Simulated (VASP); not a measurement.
# VSi (WC type) (P-6m2) in VASP: notebook

The runs below take VSi (WC type) through relaxation of cell and atoms, with LDA.

Everything below comes from runs of VASP 6.6.1. Logs are shortened: lines on timing, memory, paths and dates and some standing lists are left out, and cuts for length are marked.

### Step 1. The cell of the first run

The structure is hexagonal, space group P-6m2 (No. 187). The conventional cell has a = 2.468 Å, b = 2.468 Å, c = 3.708 Å, α = 90.00°, β = 90.00°, γ = 120.00°. V (site symmetry -6m2) has 6 Si at 2.34 Å and 6 V at 2.47 Å within 3.1 Å. Within 3.1 Å of Si (site symmetry -6m2) lie 6 V at 2.34 Å and 6 Si at 2.47 Å.

### Step 2. Relaxation of cell and atoms, LDA, target pressure 79 GPa, at which the enthalpy is minimised

INCAR

```
SYSTEM = VSi
PREC = Accurate
ENCUT = 600
EDIFF = 1E-6
ISMEAR = -1
SIGMA = 0.1
LREAL = .FALSE.
LASPH = .TRUE.
NELM = 100
ALGO = Normal
ISIF = 3
LWAVE = .FALSE.
LCHARG = .FALSE.
GGA = CA
IBRION = 2
NSW = 32
EDIFFG = -0.005
PSTRESS = 790.0
```

KPOINTS

```
regular mesh
0
G
  15 15 13
  0 0 0
```

POSCAR

```
VSi
1.0
    2.4677966454      0.0000000000      0.0000000000
   -1.2338983228      2.1371745863      0.0000000000
    0.0000000000      0.0000000000      3.7082258934
V Si
1 1
Direct
    0.0000000000      0.0000000000      0.0000000000
    0.3333333333      0.6666666667      0.5000000000
```

Potentials or basis: VASP PAW LDA potentials, release 64 (V_sv, Si).

On the command line:

```
$ cat potpaw_LDA.64/V_sv/POTCAR potpaw_LDA.64/Si/POTCAR > POTCAR
$ mpirun -np 1 vasp_std > vasp.out
```

OUTCAR:

```text
SYSTEM = VSi
   PREC = Accurate
   ENCUT = 600
   EDIFF = 1E-6
   ISMEAR = -1
   LREAL = .FALSE.
   LASPH = .TRUE.
   NELM = 100
   ISIF = 3
   GGA = CA
   IBRION = 2
   NSW = 32
   EDIFFG = -0.005
   PSTRESS = 790.0

 ion  position               nearest neighbor table
   1  0.000  0.000  0.000-   2 2.34   2 2.34   2 2.34   2 2.34   2 2.34   2 2.34
   2  0.333  0.667  0.500-   1 2.34   1 2.34   1 2.34   1 2.34   1 2.34   1 2.34

  LATTYP: Found a hexagonal cell.
 ALAT       =     2.4677966454
 C/A-ratio  =     1.5026464601

  Lattice vectors:

 A1 = (   2.4677966454,   0.0000000000,   0.0000000000)
 A2 = (  -1.2338983228,   2.1371745863,   0.0000000000)
 A3 = (   0.0000000000,   0.0000000000,   3.7082258934)

Analysis of symmetry for initial positions (statically):
=====================================================================
 Subroutine PRICEL returns:
 Original cell was already a primitive cell.

 Routine SETGRP: Setting up the symmetry group for a
 hexagonal supercell.

 Subroutine GETGRP returns: Found 12 space group operations
 (whereof 12 operations were pure point group operations)
 out of a pool of 24 trial point group operations.

The static configuration has the point symmetry D_3h.

Analysis of symmetry for dynamics (positions and initial velocities):
=====================================================================
 Subroutine PRICEL returns:
 Original cell was already a primitive cell.

 Routine SETGRP: Setting up the symmetry group for a
 hexagonal supercell.

 Subroutine GETGRP returns: Found 12 space group operations
 (whereof 12 operations were pure point group operations)
 out of a pool of 24 trial point group operations.

The dynamic configuration has the point symmetry D_3h.

 Subroutine INISYM returns: Found 12 space group operations
 (whereof 12 operations are pure point group operations),
 and found     1 'primitive' translations

----------------------------------------------------------------------------------------

                                     Primitive cell

  volume of cell :      19.5576

  direct lattice vectors                    reciprocal lattice vectors
     2.467796645  0.000000000  0.000000000     0.405219774  0.233953746  0.000000000
    -1.233898323  2.137174586  0.000000000     0.000000000  0.467907492  0.000000000
     0.000000000  0.000000000  3.708225893     0.000000000  0.000000000  0.269670734

  length of vectors
     2.467796645  2.467796645  3.708225893     0.467907492  0.467907492  0.269670734

  position of ions in fractional coordinates (direct lattice)
     0.000000000  0.000000000  0.000000000
     0.333333333  0.666666667  0.500000000

  ion indices of the primitive-cell ions
   primitive index   ion index
                 1           1
                 2           2

----------------------------------------------------------------------------------------

 KPOINTS: regular mesh

Automatic generation of k-mesh.
 Grid dimensions read from file:
 generate k-points for:   15   15   13

 Generating k-lattice:

  Cartesian coordinates                     Fractional coordinates (reciprocal lattice)
     0.027014652  0.015596916  0.000000000     0.066666667  0.000000000  0.000000000
     0.000000000  0.031193833  0.000000000     0.000000000  0.066666667  0.000000000
     0.000000000  0.000000000  0.020743903     0.000000000  0.000000000  0.076923077

  Length of vectors
     0.031193833  0.031193833  0.020743903

  Shift w.r.t. Gamma in fractional coordinates (k-lattice)
     0.000000000  0.000000000  0.000000000

 Subroutine IBZKPT returns following result:
 ===========================================

 Found    189 irreducible k-points:

 Following reciprocal coordinates:
            Coordinates               Weight
  0.000000  0.000000  0.000000      1.000000
  0.066667 -0.000000  0.000000      6.000000
  0.133333 -0.000000  0.000000      6.000000
  0.200000 -0.000000  0.000000      6.000000
  0.266667 -0.000000  0.000000      6.000000
  0.333333 -0.000000  0.000000      6.000000
[... 16 lines left out ...]
  0.333333  0.200000  0.000000     12.000000
  0.400000  0.200000  0.000000      6.000000
 [... further k-points ...]
   k-points           NKPTS =    189   k-points in BZ     NKDIM =    189   number of bands    NBANDS=     12
   number of dos      NEDOS =    301   number of ions     NIONS =      2
   total plane-waves  NPLWV =  12000
   dimension x,y,z NGX =    20 NGY =   20 NGZ =   30
   dimension x,y,z NGXF=    40 NGYF=   40 NGZF=   60
   ions per type =               1   1
   NGX,Y,Z   is equivalent  to a cutoff of  13.47, 13.47, 13.45 a.u.
   NGXF,Y,Z  is equivalent  to a cutoff of  26.95, 26.95, 26.90 a.u.
 SYSTEM =  VSi
   PREC   = accura    normal or accurate (medium, high low for compatibility)
   ISTART =      0    job   : 0-new  1-cont  2-samecut
   ICHARG =      2    charge: 1-file 2-atom 10-const
   ISPIN  =      1    spin polarized calculation?
   LNONCOLLINEAR =      F non collinear calculations
   LSORBIT =      F    spin-orbit coupling
   LASPH  =      T    aspherical Exc in radial PAW
   ENCUT  =  600.0 eV  44.10 Ry    6.64 a.u.   4.93  4.93  7.41*2*pi/ulx,y,z
   NELM   =    100;   NELMIN=  2; NELMDL= -5     # of ELM steps
   EDIFF  = 0.1E-05   stopping-criterion for ELM
   LREAL  =      F    real-space projection
   EDIFFG = -.5E-02   stopping-criterion for IOM
   NSW    =     32    number of steps for IOM
   IBRION =      2    ionic relax: 0-MD 1-quasi-New 2-CG
   NFREE  =      1    steps in history (QN), initial steepest desc. (CG)
   ISIF   =      3    stress and relaxation
   ISYM   =      2    0-nonsym 1-usesym 2-fastsym
   POTIM  = 0.5000    time-step for ionic-motion
   TEBEG  =    0.0;   TEEND  =   0.0 temperature during run
   PSTRESS=  790.0 pullay stress
   NELECT =      17.0000    total number of electrons
   NUPDOWN=      -1.0000    fix difference up-down
   EMIN   =  10.00;   EMAX   =-10.00  energy-range for DOS
   EFERMI =   0.00;   METHOD = LEGACY
   ISMEAR =    -1;   SIGMA  =   0.10  broadening in eV -4-tet -1-fermi 0-gaus
   EFERMI_NEDOS =   21; number of points for ismear=-14 and -15
   IALGO  =     38    algorithm
   IMIX   =      4    mixing-type and parameters
     AMIX     =   0.40;   BMIX     =  1.00
     AMIX_MAG =   1.60;   BMIX_MAG =  1.00
  volume/ion in A,a.u.               =       9.78        65.99
  Fermi-wavevector in a.u.,A,eV,Ry     =   1.562377  2.952465 33.212137  2.441023
  Thomas-Fermi vector in A             =   2.665305
   LORBIT       =      0    0 simple, 1 ext, 2 COOP (PROOUT), +10 PAW based schemes
   GGA     = CA    functional components
   LHFCALC =     F    Hartree Fock is set to
   AEXX    =    0.0000 exact exchange contribution
   IVDW    =     0    specifies the selected vdW correction
   LEPSILON=     F    determine dielectric tensor
   LRPA    =     F    only Hartree local field effects (RPA)
 conjugate gradient relaxation of ions
 non-spin polarized calculation
  energy-cutoff  :      600.00
  volume of cell :       19.56
 maximum number of plane-waves:       678
 NGX is ok and might be reduce to    20
   NGX =  9   NGY =  9   NGZ = 15

--------------------------------------- Ionic step        1  -------------------------------------------

 number of electron      16.9999998 magnetization

 Free energy of the ion-electron system (eV)
  ---------------------------------------------------
  ext. energy  EPLUGINS =         0.00000000
  ---------------------------------------------------
  free energy    TOTEN  =       -15.59860074 eV

  energy without entropy =      -15.55652179  energy(sigma->0) =      -15.57756126

------------------------ aborting loop because EDIFF is reached ----------------------------------------

  FORCE on cell =-STRESS in cart. coord.  units (eV):
  Direction    XX          YY          ZZ          XY          YZ          ZX
  --------------------------------------------------------------------------------------
  -------------------------------------------------------------------------------------
  Total        9.7506816      9.7506816      9.7972098     -0.0000000      0.0000000      0.0000000
  in kB      798.7851938    798.7851938    802.5968221     -0.0000000      0.0000000      0.0000000
  external PRESSURE =      10.0557365 kB  Pullay stress =     790.0000000 kB
[... 61 lines left out ...]
  enthalpy is  TOTEN    =        -5.9538616268 eV   P V=        9.7293506451

--------------------------------------- Ionic step        3  -------------------------------------------

 number of electron      16.9999998 magnetization

 Free energy of the ion-electron system (eV)
  ---------------------------------------------------
  ext. energy  EPLUGINS =         0.00000000
  ---------------------------------------------------
  free energy    TOTEN  =       -15.61870943 eV

  energy without entropy =      -15.57651819  energy(sigma->0) =      -15.59761381

 E-fermi :  15.1156     XC(G=0): -13.9922

 val. band max:       15.1080522257   @ k =   0.0667  -0.0000   0.3846
 cond. band min:      15.1174060239   @ k =   0.0667  -0.0000   0.4615
 fundamental gap:      0.0093537982
 Fermi energy:        15.1155734564

 k-point     1 :       0.0000    0.0000    0.0000
  band No.  band energies     occupation
      1     -47.9954      2.00000
      2     -22.5595      2.00000
      3     -21.4249      2.00000
      4     -21.4249      2.00000
      5       0.3364      2.00000
      6      10.9962      2.00000
      7      11.6637      2.00000
      8      15.2191      0.52413
      9      15.2191      0.52413
     10      17.3281      0.00000
     11      17.3281      0.00000
     12      20.8916      0.00000
[... 331 lines left out ...]
 k-point    24 :       0.4000    0.2000    0.0000
  band No.  band energies     occupation
      1     -47.6457      2.00000
      2     -22.7362      2.00000
      3     -22.2476      2.00000
      4     -22.0939      2.00000
      5       7.8851      2.00000
      6       9.1960      2.00000
      7      11.0948      2.00000
      8      11.7579      2.00000
      9      14.0157      1.99997
     10      16.9421      0.00000
     11      18.1733      0.00000
     12      20.0256      0.00000

 [... further k-points ...]

------------------------ aborting loop because EDIFF is reached ----------------------------------------

  FORCE on cell =-STRESS in cart. coord.  units (eV):
  Direction    XX          YY          ZZ          XY          YZ          ZX
  --------------------------------------------------------------------------------------
  -------------------------------------------------------------------------------------
  Total        9.6589077      9.6589077      9.6701374     -0.0000000      0.0000000      0.0000000
  in kB      789.6313221    789.6313221    790.5493719     -0.0000000      0.0000000      0.0000000
  external PRESSURE =      -0.0626613 kB  Pullay stress =     790.0000000 kB
[... 17 lines left out ...]
  FREE ENERGIE OF THE ION-ELECTRON SYSTEM (eV)
  ---------------------------------------------------
  free  energy   TOTEN  =       -15.6187094327 eV

  energy  without entropy=      -15.5765181918  energy(sigma->0) =      -15.59761381

  enthalpy is  TOTEN    =        -5.9552920497 eV   P V=        9.6634173830

 reached required accuracy - stopping structural energy minimisation
```

Run time: 2.3 min. Hardware: 1 thread of Intel Xeon 8259CL, shared host; peak memory 0.18 GiB.

What came out:

```
Free energy                                                : -15.6187 eV
Relaxed volume                                             : 9.80 Å³/atom
Relaxed cell                                               : a = 2.469 Å, b = 2.469 Å, c = 3.711 Å, α = 90.00°, β = 90.00°, γ = 120.00°
Space group after relaxing (to 0.1 Å)                      : P-6m2 (No. 187)
Energy change on relaxing (the run minimises the enthalpy) : -10.1 meV/atom
Ionic steps                                                : 3
Pressure after relaxing                                    : 79.0 GPa
Band gap on the k mesh                                     : zero (an odd number of electrons rules out a gap without spin polarisation)
```

The path:
```csv
step,energy change (eV),largest force (eV/Å),pressure (GPa),volume (Å³)
1,0.0000,0.0000,80.01,19.56
2,-0.0846,0.0000,75.66,19.73
3,-0.0201,0.0000,78.99,19.60
```

Final structure:
```yaml
crystal:
  lattice:
    - [2.46928, 0.00000, 0.00000]
    - [-1.23464, 2.13846, 0.00000]
    - [0.00000, 0.00000, 3.71143]
  atoms:
    - { symbol: V, position: [0.00000, 0.00000, 0.00000] }
    - { symbol: Si, position: [0.33333, 0.66667, 0.50000] }
```

Levels at points of the mesh, in eV from the Fermi level:
| k point | band 4 | band 5 | band 6 | band 7 | band 8 | band 9 | band 10 | band 11 | band 12 |
| --- | --- | --- | --- | --- | --- | --- | --- | --- | --- |
| (0.00, 0.00, 0.00) | -36.54 | -14.78 | -4.12 | -3.45 | 0.10 | 0.10 | 2.21 | 2.21 | 5.78 |

Caveat: the cell is relaxed towards a set pressure, so the run minimises the enthalpy, not the energy; an odd number of electrons without spin polarisation forces a metal; a magnetic or distorted state may lie lower.

(Part 1 of 2 ends here.)
